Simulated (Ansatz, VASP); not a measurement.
## HfC: VASP beside Ansatz

```
CELL_PARAMETERS angstrom
0.00000 2.32500 2.32500
2.32500 0.00000 2.32500
2.32500 2.32500 0.00000
ATOMIC_POSITIONS crystal
Hf 0.50000 0.50000 0.50000
C 0.00000 0.00000 0.00000
```

Alike in both runs: task single point; functional LDA; k mesh 10 × 10 × 10; occupations fermi-dirac, width 0.0816 eV; no spin polarisation.

```csv
,VASP,Ansatz
version,VASP 6.6.1,Ansatz 0.2.0
potentials or method,"VASP PAW LDA potentials, release 64 (Hf_pv, C)","PAW with Ansatz's default frozen-core files, scalar-relativistic"
plane-wave cutoff (eV),600,420
valence electrons in the cell,14,30
```

```tsv
	VASP	Ansatz	Ansatz less VASP
pressure (GPa)	-11.7	-11.9	-0.19
```

LDA's correlation is that of Perdew and Zunger in VASP and of Perdew and Wang (1992) in Ansatz. VASP's potentials hold 14 valence electrons a cell and Ansatz's 30, so a difference there can come from the potentials and not from the codes.

Neither program's run includes spin-orbit coupling.
